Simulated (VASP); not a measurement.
# Co (P-3m1) in VASP: notebook, part 2 of 2

VASP 6.6.1.

## 3. Single point, LDA, collinear spin, antiferromagnetic start

INCAR

```
ALGO = Normal ; EDIFF = 1E-6
ENCUT = 520 ; GGA = CA
ISIF = 2 ; ISMEAR = -1
ISPIN = 2 ; LASPH = True
LCHARG = True ; LELF = True
LMAXMIX = 4 ; LORBIT = 11
LREAL = False ; LVHAR = True
LWAVE = False ; MAGMOM = 3.2 -3.2
NBANDS = 20 ; NELM = 150
PREC = Accurate ; SIGMA = 0.1
```

KPOINTS

```
k-points
0
Gamma
  15 15 8
```

POSCAR

```
Co
1.0
    2.4873600000      0.0000000000      0.0000000000
   -1.2436800000      2.1541200000      0.0000000000
    0.0000000000      0.0000000000      4.0632900000
Co
2
Direct
    0.6666666667      0.3333333333      0.2598600000
    0.3333333333      0.6666666667      0.7401400000
```

Potentials or basis: VASP PAW LDA potentials, release 64 (Co).

Run with:

```
$ cat potpaw_LDA.64/Co/POTCAR > POTCAR
$ mpirun -np 1 vasp_std > vasp.out
```

OUTCAR:

```text
EDIFF = 1E-6
   ENCUT = 520
   GGA = CA
   ISIF = 2
   ISMEAR = -1
   ISPIN = 2
   LASPH = True
   LORBIT = 11
   LREAL = False
   NELM = 150
   PREC = Accurate

 ion  position               nearest neighbor table
   1  0.667  0.333  0.260-   2 2.42   2 2.42   2 2.42   2 2.55   2 2.55   2 2.55
   2  0.333  0.667  0.740-   1 2.42   1 2.42   1 2.42   1 2.55   1 2.55   1 2.55

  LATTYP: Found a hexagonal cell.
 ALAT       =     2.4873600000
 C/A-ratio  =     1.6335753570

  Lattice vectors:

 A1 = (   2.4873600000,   0.0000000000,   0.0000000000)
 A2 = (  -1.2436800000,   2.1541200000,   0.0000000000)
 A3 = (   0.0000000000,   0.0000000000,   4.0632900000)

Analysis of symmetry for initial positions (statically):
=====================================================================
 Subroutine PRICEL returns:
 Original cell was already a primitive cell.

 Routine SETGRP: Setting up the symmetry group for a
 hexagonal supercell.

 Subroutine GETGRP returns: Found 12 space group operations
 (whereof 12 operations were pure point group operations)
 out of a pool of 24 trial point group operations.

The static configuration has the point symmetry D_3d.

Analysis of symmetry for dynamics (positions and initial velocities):
=====================================================================
 Subroutine PRICEL returns:
 Original cell was already a primitive cell.

 Routine SETGRP: Setting up the symmetry group for a
 hexagonal supercell.

 Subroutine GETGRP returns: Found 12 space group operations
 (whereof 12 operations were pure point group operations)
 out of a pool of 24 trial point group operations.

The dynamic configuration has the point symmetry D_3d.

Analysis of structural, dynamic, and magnetic symmetry:
=====================================================================
 Subroutine PRICEL returns:
 Original cell was already a primitive cell.

 Routine SETGRP: Setting up the symmetry group for a
 hexagonal supercell.

 Subroutine GETGRP returns: Found 12 space group operations
 (whereof 12 operations were pure point group operations)
 out of a pool of 24 trial point group operations.

The overall configuration has the point symmetry D_3d.

 Subroutine INISYM returns: Found 12 space group operations
 (whereof 12 operations are pure point group operations),
 and found     1 'primitive' translations

----------------------------------------------------------------------------------------

                                     Primitive cell

  volume of cell :      21.7714

  direct lattice vectors                    reciprocal lattice vectors
     2.487360000  0.000000000  0.000000000     0.402032677  0.232113346  0.000000000
    -1.243680000  2.154120000  0.000000000     0.000000000  0.464226691  0.000000000
     0.000000000  0.000000000  4.063290000     0.000000000  0.000000000  0.246105988

  length of vectors
     2.487360000  2.487362643  4.063290000     0.464227184  0.464226691  0.246105988

  position of ions in fractional coordinates (direct lattice)
     0.666666667  0.333333333  0.259860000
     0.333333333  0.666666667  0.740140000

  ion indices of the primitive-cell ions
   primitive index   ion index
                 1           1
[... 65 lines left out ...]
   ISTART =      0    job   : 0-new  1-cont  2-samecut
   ICHARG =      2    charge: 1-file 2-atom 10-const
   ISPIN  =      2    spin polarized calculation?
   LNONCOLLINEAR =      F non collinear calculations
   LSORBIT =      F    spin-orbit coupling
   LASPH  =      T    aspherical Exc in radial PAW
   ENCUT  =  520.0 eV  38.22 Ry    6.18 a.u.   4.62  4.62  7.56*2*pi/ulx,y,z
   NELM   =    150;   NELMIN=  2; NELMDL= -5     # of ELM steps
   EDIFF  = 0.1E-05   stopping-criterion for ELM
   LREAL  =      F    real-space projection
   EDIFFG = 0.1E-04   stopping-criterion for IOM
   NSW    =      0    number of steps for IOM
   IBRION =     -1    ionic relax: 0-MD 1-quasi-New 2-CG
   NFREE  =      0    steps in history (QN), initial steepest desc. (CG)
   ISIF   =      2    stress and relaxation
   ISYM   =      2    0-nonsym 1-usesym 2-fastsym
   POTIM  = 0.5000    time-step for ionic-motion
   TEBEG  =    0.0;   TEEND  =   0.0 temperature during run
   PSTRESS=    0.0 pullay stress
   NELECT =      18.0000    total number of electrons
   NUPDOWN=      -1.0000    fix difference up-down
   EMIN   =  10.00;   EMAX   =-10.00  energy-range for DOS
   EFERMI =   0.00;   METHOD = LEGACY
   ISMEAR =    -1;   SIGMA  =   0.10  broadening in eV -4-tet -1-fermi 0-gaus
   EFERMI_NEDOS =   21; number of points for ismear=-14 and -15
   IALGO  =     38    algorithm
   IMIX   =      4    mixing-type and parameters
     AMIX     =   0.40;   BMIX     =  1.00
     AMIX_MAG =   1.60;   BMIX_MAG =  1.00
  volume/ion in A,a.u.               =      10.89        73.46
  Fermi-wavevector in a.u.,A,eV,Ry     =   1.536515  2.903593 32.121711  2.360879
  Thomas-Fermi vector in A             =   2.643153
   LORBIT       =     11    0 simple, 1 ext, 2 COOP (PROOUT), +10 PAW based schemes
   GGA     = CA    functional components
   LHFCALC =     F    Hartree Fock is set to
   AEXX    =    0.0000 exact exchange contribution
   IVDW    =     0    specifies the selected vdW correction
   LEPSILON=     F    determine dielectric tensor
   LRPA    =     F    only Hartree local field effects (RPA)
 spin polarized calculation
  energy-cutoff  :      520.00
  volume of cell :       21.77
 maximum number of plane-waves:       600
   NGX =  9   NGY =  9   NGZ = 15

 number of electron      18.0000001 magnetization       0.0000000

 number of electron      18.0000001 magnetization      -0.0000000

 Free energy of the ion-electron system (eV)
  ---------------------------------------------------
  ext. energy  EPLUGINS =         0.00000000
  ---------------------------------------------------
  free energy    TOTEN  =       -15.88464332 eV

  energy without entropy =      -15.69631583  energy(sigma->0) =      -15.79047957

 E-fermi :   9.8043     XC(G=0): -13.7290

 val. band max:        9.8009996437   @ k =   0.2000   0.1333   0.3750
 cond. band min:       9.8043676399   @ k =   0.3333   0.3333   0.1250
 fundamental gap:      0.0033679962
 Fermi energy:         9.8043100429

 spin component 1

 k-point     1 :       0.0000    0.0000    0.0000
  band No.  band energies     occupation
      1       1.0501      1.00000
      2       5.1896      1.00000
      3       7.9568      1.00000
      4       8.0410      1.00000
      5       8.0411      1.00000
      6       8.3357      1.00000
[... 541 lines left out ...]
     19      29.2978      0.00000
     20      38.8702      0.00000

 [... further k-points ...]

 spin component 2

 k-point     1 :       0.0000    0.0000    0.0000
  band No.  band energies     occupation
      1       1.0501      1.00000
      2       5.1896      1.00000
      3       7.9568      1.00000
      4       8.0410      1.00000
      5       8.0411      1.00000
      6       8.3357      1.00000
[... 541 lines left out ...]
     19      29.2978      0.00000
     20      38.8702      0.00000

 [... further k-points ...]

------------------------ aborting loop because EDIFF is reached ----------------------------------------

  FORCE on cell =-STRESS in cart. coord.  units (eV):
  Direction    XX          YY          ZZ          XY          YZ          ZX
  --------------------------------------------------------------------------------------
  -------------------------------------------------------------------------------------
  Total       -3.6214078     -3.6214181     -4.0409803      0.0000000     -0.0000000      0.0000000
  in kB     -266.5027277   -266.5034828   -297.3794538      0.0000000     -0.0000000      0.0000000
  external PRESSURE =    -276.7952214 kB  Pullay stress =       0.0000000 kB

 VOLUME and BASIS-vectors are now :
 -----------------------------------------------------------------------------
  energy-cutoff  :      520.00
  volume of cell :       21.77
      direct lattice vectors                 reciprocal lattice vectors
     2.487360000  0.000000000  0.000000000     0.402032677  0.232113346  0.000000000
    -1.243680000  2.154120000  0.000000000     0.000000000  0.464226691  0.000000000
     0.000000000  0.000000000  4.063290000     0.000000000  0.000000000  0.246105988

 POSITION                                       TOTAL-FORCE (eV/Angst)
 -----------------------------------------------------------------------------------
      1.24368      0.71804      1.05589         0.000000      0.000000     -0.447457
     -0.00000      1.43608      3.00740        -0.000000      0.000000      0.447457
 -----------------------------------------------------------------------------------
    total drift:                               -0.000000      0.000000     -0.000000

  FREE ENERGIE OF THE ION-ELECTRON SYSTEM (eV)
  ---------------------------------------------------
  free  energy   TOTEN  =       -15.8846433179 eV

  energy  without entropy=      -15.6963158278  energy(sigma->0) =      -15.79047957

 total charge

# of ion       s       p       d       tot
------------------------------------------
    1        0.483   0.510   7.288   8.280
    2        0.483   0.510   7.288   8.280
--------------------------------------------------
tot          0.965   1.020  14.576  16.561

 magnetization (x)

# of ion       s       p       d       tot
------------------------------------------
    1       -0.000  -0.000  -0.000  -0.000
    2        0.000   0.000   0.000   0.000
--------------------------------------------------
tot          0.000   0.000   0.000   0.000
```

Run time: 2.9 min. Hardware: 1 thread of AMD EPYC 7R43 (Zen 3), shared host; peak memory 0.18 GiB.

What came out:

| Property | Result |
| --- | --- |
| Free energy | -15.8846 eV |
| Pressure | -27.7 GPa |
| Largest force | 0.447 eV/Å |
| Band gap on the k mesh | zero (filled and empty bands overlap) |
| Net moment | 0.00 μB per cell |
| Valence electrons inside the program's atomic spheres | Co 8.28 |

Forces in eV/Å, atoms in the order of the input:
```
Co   0.000  0.000 -0.447
Co   0.000  0.000  0.447
```

Levels at points of the mesh, in eV from the Fermi level:
Spin up:
```tsv
k point	band 5	band 6	band 7	band 8	band 9	band 10	band 11	band 12	band 13	band 14
(0.00, 0.00, 0.00)	-1.76	-1.47	-1.47	-0.98	-0.98	-0.02	0.12	0.12	6.68	22.15
(0.00, 0.00, 0.50)	-1.82	-1.82	-1.82	-1.82	-0.29	-0.29	-0.13	-0.13	14.41	15.61
```
Spin down:
```csv
k point,band 5,band 6,band 7,band 8,band 9,band 10,band 11,band 12,band 13,band 14
"(0.00, 0.00, 0.00)",-1.76,-1.47,-1.47,-0.98,-0.98,-0.02,0.12,0.12,6.68,22.15
"(0.00, 0.00, 0.50)",-1.82,-1.82,-1.82,-1.82,-0.29,-0.29,-0.13,-0.13,14.41,15.61
```

Caveat: the cell stands under tension.
